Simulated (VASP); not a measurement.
# Cr (Pm-3n) in VASP: a series of runs

The runs below take Cr through single point, relaxation of cell and atoms, with r2SCAN.

All numbers are computed with VASP 6.6.1; they aren't measurements. Logs are shortened: lines on timing, memory, paths and dates and some standing lists are left out, and cuts for length are marked.

### Step 1. The cell of the first run

The structure is cubic, space group Pm-3n (No. 223). The conventional cell has a = 4.510 Å, b = 4.510 Å, c = 4.510 Å, α = 90.00°, β = 90.00°, γ = 90.00°. Cr (site symmetry m-3) has 12 Cr at 2.52 Å within 3.3 Å. Within 3.0 Å of Cr (site symmetry -4m2) lie 14 Cr at 2.25 to 2.76 Å.

### Step 2. Single point, r2SCAN

Contents of POSCAR:

```
Cr
1.0
    4.5098896493      0.0000000000      0.0000000000
    0.0000000000      4.5098896493      0.0000000000
    0.0000000000      0.0000000000      4.5098896493
Cr
8
Direct
    1.0000000000      0.0000000000      0.0000000000
    0.5000000000      0.5000000000      0.5000000000
    0.2500000000      1.0000000000      0.5000000000
    0.7500000000      1.0000000000      0.5000000000
    0.5000000000      0.2500000000      0.0000000000
    0.5000000000      0.7500000000      0.0000000000
    0.0000000000      0.5000000000      0.2500000000
    0.0000000000      0.5000000000      0.7500000000
```

Contents of INCAR.step1:

```
SYSTEM = Cr
  ALGO = Normal
  EDIFF = 1E-4
  ENCUT = 520
  GGA = PE
  ISMEAR = -1
  LASPH = .TRUE.
  LCHARG = .FALSE.
  LREAL = .FALSE.
  LWAVE = .TRUE.
  NBANDS = 58
  NELM = 100
  PREC = Accurate
  SIGMA = 0.1
```

Contents of INCAR.step2:

```
SYSTEM = Cr
  ALGO = Normal
  EDIFF = 1E-7
  ENCUT = 520
  ISIF = 2
  ISMEAR = -1
  ISTART = 1
  LASPH = .TRUE.
  LCHARG = .FALSE.
  LMIXTAU = .TRUE.
  LREAL = .FALSE.
  LWAVE = .FALSE.
  METAGGA = R2SCAN
  NBANDS = 58
  NELM = 100
  PREC = Accurate
  SIGMA = 0.1
```

Contents of KPOINTS:

```
k-points
0
G
  6 6 6
  0 0 0
```

Potentials or basis: VASP PAW PBE potentials, release 64 (Cr_pv).

On the command line:

```console
> cat potpaw_PBE.64/Cr_pv/POTCAR > POTCAR
> cp INCAR.step1 INCAR
> mpirun -np 1 vasp_std > vasp.out
> cp INCAR.step2 INCAR
> mpirun -np 1 vasp_std > vasp.out
```

OUTCAR:

```text
SYSTEM = Cr
   EDIFF = 1E-7
   ENCUT = 520
   ISIF = 2
   ISMEAR = -1
   ISTART = 1
   LASPH = .TRUE.
   LREAL = .FALSE.
   METAGGA = R2SCAN
   NELM = 100
   PREC = Accurate

 ion  position               nearest neighbor table
   1  0.000  0.000  0.000-   3 2.52   4 2.52   5 2.52   6 2.52   7 2.52   8 2.52   3 2.52   4 2.52
                             7 2.52   8 2.52   5 2.52   6 2.52
   2  0.500  0.500  0.500-   3 2.52   4 2.52   5 2.52   6 2.52   7 2.52   8 2.52   5 2.52   6 2.52
                             3 2.52   4 2.52   7 2.52   8 2.52
   3  0.250  0.000  0.500-   4 2.25   4 2.25   1 2.52   1 2.52   2 2.52   2 2.52   8 2.76   5 2.76
                             5 2.76   6 2.76   6 2.76   7 2.76   8 2.76   7 2.76
   4  0.750  0.000  0.500-   3 2.25   3 2.25   1 2.52   1 2.52   2 2.52   2 2.52   8 2.76   5 2.76
                             5 2.76   6 2.76   6 2.76   7 2.76   8 2.76   7 2.76
   5  0.500  0.250  0.000-   6 2.25   6 2.25   1 2.52   2 2.52   2 2.52   1 2.52   8 2.76   4 2.76
                             3 2.76   4 2.76   3 2.76   7 2.76   7 2.76   8 2.76
   6  0.500  0.750  0.000-   5 2.25   5 2.25   1 2.52   2 2.52   2 2.52   1 2.52   8 2.76   4 2.76
                             3 2.76   4 2.76   3 2.76   7 2.76   7 2.76   8 2.76
   7  0.000  0.500  0.250-   8 2.25   8 2.25   1 2.52   2 2.52   1 2.52   2 2.52   3 2.76   4 2.76
                             5 2.76   3 2.76   4 2.76   6 2.76   5 2.76   6 2.76
   8  0.000  0.500  0.750-   7 2.25   7 2.25   1 2.52   2 2.52   1 2.52   2 2.52   3 2.76   4 2.76
                             5 2.76   3 2.76   4 2.76   6 2.76   5 2.76   6 2.76

  LATTYP: Found a simple cubic cell.
 ALAT       =     4.5098896493

  Lattice vectors:

 A1 = (   4.5098896493,   0.0000000000,   0.0000000000)
 A2 = (   0.0000000000,   4.5098896493,   0.0000000000)
 A3 = (   0.0000000000,   0.0000000000,   4.5098896493)

Analysis of symmetry for initial positions (statically):
=====================================================================
 Subroutine PRICEL returns:
 Original cell was already a primitive cell.

 Routine SETGRP: Setting up the symmetry group for a
 simple cubic supercell.

 Subroutine GETGRP returns: Found 48 space group operations
 (whereof 24 operations were pure point group operations)
 out of a pool of 48 trial point group operations.

The static configuration has the point symmetry T_h .
 The point group associated with its full space group is O_h .

Analysis of symmetry for dynamics (positions and initial velocities):
=====================================================================
 Subroutine PRICEL returns:
 Original cell was already a primitive cell.

 Routine SETGRP: Setting up the symmetry group for a
 simple cubic supercell.

 Subroutine GETGRP returns: Found 48 space group operations
 (whereof 24 operations were pure point group operations)
 out of a pool of 48 trial point group operations.

The dynamic configuration has the point symmetry T_h .
 The point group associated with its full space group is O_h .

 Subroutine INISYM returns: Found 48 space group operations
 (whereof 24 operations are pure point group operations),
 and found     1 'primitive' translations

----------------------------------------------------------------------------------------

                                     Primitive cell

  volume of cell :      91.7271

  direct lattice vectors                    reciprocal lattice vectors
     4.509889649  0.000000000  0.000000000     0.221734915  0.000000000  0.000000000
     0.000000000  4.509889649  0.000000000     0.000000000  0.221734915  0.000000000
     0.000000000  0.000000000  4.509889649     0.000000000  0.000000000  0.221734915

  length of vectors
     4.509889649  4.509889649  4.509889649     0.221734915  0.221734915  0.221734915

  position of ions in fractional coordinates (direct lattice)
     0.000000000  0.000000000  0.000000000
     0.500000000  0.500000000  0.500000000
     0.250000000  0.000000000  0.500000000
     0.750000000  0.000000000  0.500000000
     0.500000000  0.250000000  0.000000000
     0.500000000  0.750000000  0.000000000
     0.000000000  0.500000000  0.250000000
     0.000000000  0.500000000  0.750000000

  ion indices of the primitive-cell ions
   primitive index   ion index
                 1           1
                 2           2
                 3           3
                 4           4
                 5           5
                 6           6
                 7           7
                 8           8

----------------------------------------------------------------------------------------

 KPOINTS: k-points

Automatic generation of k-mesh.
 Grid dimensions read from file:
 generate k-points for:    6    6    6

 Generating k-lattice:

  Cartesian coordinates                     Fractional coordinates (reciprocal lattice)
     0.036955819  0.000000000  0.000000000     0.166666667  0.000000000  0.000000000
     0.000000000  0.036955819  0.000000000     0.000000000  0.166666667  0.000000000
     0.000000000  0.000000000  0.036955819     0.000000000  0.000000000  0.166666667

  Length of vectors
     0.036955819  0.036955819  0.036955819

  Shift w.r.t. Gamma in fractional coordinates (k-lattice)
     0.000000000  0.000000000  0.000000000

 Subroutine IBZKPT returns following result:
 ===========================================

 Found     20 irreducible k-points:

 Following reciprocal coordinates:
            Coordinates               Weight
  0.000000  0.000000  0.000000      1.000000
  0.166667  0.000000  0.000000      6.000000
  0.333333  0.000000  0.000000      6.000000
  0.500000  0.000000  0.000000      3.000000
  0.166667  0.166667  0.000000     12.000000
  0.333333  0.166667  0.000000     24.000000
[... 12 lines left out ...]
  0.500000  0.500000  0.333333      6.000000
  0.500000  0.500000  0.500000      1.000000
   k-points           NKPTS =     20   k-points in BZ     NKDIM =     20   number of bands    NBANDS=     58
   number of dos      NEDOS =    301   number of ions     NIONS =      8
   total plane-waves  NPLWV =  46656
   dimension x,y,z NGX =    36 NGY =   36 NGZ =   36
   dimension x,y,z NGXF=    72 NGYF=   72 NGZF=   72
   ions per type =               8
   NGX,Y,Z   is equivalent  to a cutoff of  13.27, 13.27, 13.27 a.u.
   NGXF,Y,Z  is equivalent  to a cutoff of  26.54, 26.54, 26.54 a.u.
 SYSTEM =  Cr
   PREC   = accura    normal or accurate (medium, high low for compatibility)
   ISTART =      1    job   : 0-new  1-cont  2-samecut
   ICHARG =      0    charge: 1-file 2-atom 10-const
   ISPIN  =      1    spin polarized calculation?
   LNONCOLLINEAR =      F non collinear calculations
   LSORBIT =      F    spin-orbit coupling
   LASPH  =      T    aspherical Exc in radial PAW
   ENCUT  =  520.0 eV  38.22 Ry    6.18 a.u.   8.39  8.39  8.39*2*pi/ulx,y,z
   NELM   =    100;   NELMIN=  2; NELMDL=  0     # of ELM steps
   EDIFF  = 0.1E-06   stopping-criterion for ELM
   LREAL  =      F    real-space projection
   EDIFFG = 0.1E-05   stopping-criterion for IOM
   NSW    =      0    number of steps for IOM
   IBRION =     -1    ionic relax: 0-MD 1-quasi-New 2-CG
   NFREE  =      0    steps in history (QN), initial steepest desc. (CG)
   ISIF   =      2    stress and relaxation
   ISYM   =      2    0-nonsym 1-usesym 2-fastsym
   POTIM  = 0.5000    time-step for ionic-motion
   TEBEG  =    0.0;   TEEND  =   0.0 temperature during run
   PSTRESS=    0.0 pullay stress
   NELECT =      96.0000    total number of electrons
   NUPDOWN=      -1.0000    fix difference up-down
   EMIN   =  10.00;   EMAX   =-10.00  energy-range for DOS
   EFERMI =   0.00;   METHOD = LEGACY
   ISMEAR =    -1;   SIGMA  =   0.10  broadening in eV -4-tet -1-fermi 0-gaus
   EFERMI_NEDOS =   21; number of points for ismear=-14 and -15
   IALGO  =     38    algorithm
   IMIX   =      4    mixing-type and parameters
     AMIX     =   0.40;   BMIX     =  1.00
     AMIX_MAG =   1.60;   BMIX_MAG =  1.00
  volume/ion in A,a.u.               =      11.47        77.38
  Fermi-wavevector in a.u.,A,eV,Ry     =   1.662134  3.140978 37.588665  2.762689
  Thomas-Fermi vector in A             =   2.749077
   LORBIT       =      0    0 simple, 1 ext, 2 COOP (PROOUT), +10 PAW based schemes
   METAGGA = R2SCAN    functional components
   LHFCALC =     F    Hartree Fock is set to
   AEXX    =    0.0000 exact exchange contribution
   IVDW    =     0    specifies the selected vdW correction
   LEPSILON=     F    determine dielectric tensor
   LRPA    =     F    only Hartree local field effects (RPA)
 non-spin polarized calculation
  energy-cutoff  :      520.00
  volume of cell :       91.73
 maximum number of plane-waves:      2517
 NGX is ok and might be reduce to    36
   NGX = 17   NGY = 17   NGZ = 17

 number of electron      95.9999969 magnetization

 Free energy of the ion-electron system (eV)
  ---------------------------------------------------
  ext. energy  EPLUGINS =         0.00000000
  ---------------------------------------------------
  free energy    TOTEN  =      -117.76242246 eV

  energy without entropy =     -117.59225765  energy(sigma->0) =     -117.67734006

 E-fermi :  10.8925     XC(G=0): -15.0195

 val. band max:       10.8400819600   @ k =   0.5000   0.1667   0.0000
 cond. band min:      10.9095540301   @ k =   0.5000   0.5000   0.0000
 fundamental gap:      0.0694720701
 Fermi energy:        10.8925399073

 k-point     1 :       0.0000    0.0000    0.0000
  band No.  band energies     occupation
      1     -34.5183      2.00000
      2     -34.5183      2.00000
      3     -34.3947      2.00000
      4     -34.1488      2.00000
      5     -34.1488      2.00000
      6     -34.1488      2.00000
[... 50 lines left out ...]
     57      12.0141      0.00003
     58      12.6279      0.00000

 k-point     2 :       0.1667    0.0000    0.0000
  band No.  band energies     occupation
      1     -34.5246      2.00000
      2     -34.4828      2.00000
      3     -34.3577      2.00000
      4     -34.1420      2.00000
      5     -34.1420      2.00000
      6     -34.1004      2.00000
[... 50 lines left out ...]
     57      12.5069      0.00000
     58      12.5504      0.00000

 k-point     3 :       0.3333    0.0000    0.0000
  band No.  band energies     occupation
      1     -34.5295      2.00000
      2     -34.4892      2.00000
      3     -34.1457      2.00000
      4     -34.1288      2.00000
      5     -34.1288      2.00000
      6     -33.9690      2.00000
[... 972 lines left out ...]
      3     -34.0071      2.00000
      4     -34.0022      2.00000
      5     -33.9633      2.00000
      6     -33.9032      2.00000
[... 50 lines left out ...]
     57      12.5401      0.00000
     58      12.5838      0.00000

 k-point    20 :       0.5000    0.5000    0.5000
  band No.  band energies     occupation
      1     -33.9983      2.00000
      2     -33.9983      2.00000
      3     -33.9983      2.00000
      4     -33.9983      2.00000
      5     -33.9983      2.00000
      6     -33.9983      2.00000
[... 50 lines left out ...]
     57      12.8117      0.00000
     58      12.8117      0.00000

------------------------ aborting loop because EDIFF is reached ----------------------------------------

  FORCE on cell =-STRESS in cart. coord.  units (eV):
  Direction    XX          YY          ZZ          XY          YZ          ZX
  --------------------------------------------------------------------------------------
  -------------------------------------------------------------------------------------
  Total        0.4085676      0.4085676      0.4085676      0.0000000     -0.0000000     -0.0000000
  in kB        7.1363602      7.1363602      7.1363602      0.0000000     -0.0000000     -0.0000000
  external PRESSURE =       7.1363602 kB  Pullay stress =       0.0000000 kB

 VOLUME and BASIS-vectors are now :
 -----------------------------------------------------------------------------
  energy-cutoff  :      520.00
  volume of cell :       91.73
      direct lattice vectors                 reciprocal lattice vectors
     4.509889649  0.000000000  0.000000000     0.221734915  0.000000000  0.000000000
     0.000000000  4.509889649  0.000000000     0.000000000  0.221734915  0.000000000
     0.000000000  0.000000000  4.509889649     0.000000000  0.000000000  0.221734915

 POSITION                                       TOTAL-FORCE (eV/Angst)
 -----------------------------------------------------------------------------------
      0.00000      0.00000      0.00000         0.000000     -0.000000     -0.000000
      2.25494      2.25494      2.25494         0.000000     -0.000000     -0.000000
      1.12747      0.00000      2.25494         0.000000      0.000000      0.000000
      3.38242      0.00000      2.25494        -0.000000     -0.000000      0.000000
      2.25494      1.12747      0.00000         0.000000      0.000000     -0.000000
      2.25494      3.38242      0.00000        -0.000000     -0.000000      0.000000
      0.00000      2.25494      1.12747         0.000000     -0.000000     -0.000000
      0.00000      2.25494      3.38242        -0.000000      0.000000      0.000000
 -----------------------------------------------------------------------------------
    total drift:                                0.000000      0.000000     -0.000000

  FREE ENERGIE OF THE ION-ELECTRON SYSTEM (eV)
  ---------------------------------------------------
  free  energy   TOTEN  =      -117.7624224616 eV

  energy  without entropy=     -117.5922576530  energy(sigma->0) =     -117.67734006
```

Run time: 5.2 min. Hardware: 1 thread of Intel Xeon Platinum 8488C (Sapphire Rapids), shared host; peak memory 0.25 GiB.

What came out:

```
Free energy            : -117.7624 eV
Pressure               : 0.7 GPa
Band gap on the k mesh : zero (bands 48 and 49 overlap by 0.35 eV)
```

Levels at points of the mesh, in eV from the Fermi level:
| k point | band 45 | band 46 | band 47 | band 48 | band 49 | band 50 | band 51 | band 52 |
| --- | --- | --- | --- | --- | --- | --- | --- | --- |
| (0.00, 0.00, 0.00) | -1.18 | -1.18 | -0.27 | -0.27 | -0.27 | 0.91 | 0.91 | 0.91 |
| (0.50, 0.00, 0.00) | -0.90 | -0.90 | -0.62 | -0.62 | 0.33 | 0.33 | 0.42 | 0.42 |
| (0.50, 0.50, 0.00) | -0.79 | -0.48 | -0.48 | 0.02 | 0.03 | 0.03 | 0.20 | 0.64 |
| (0.50, 0.50, 0.50) | -1.10 | -1.10 | -1.10 | -1.10 | 0.80 | 0.80 | 0.80 | 0.80 |

Caveat: the PAW data sets were made with another functional, which shifts forces and pressure a little; the run has no spin polarisation, though such a crystal can be magnetic.

[end of part 1 of 2]

The gap in the log of VASP goes by the Fermi energy; the results here count the filled bands.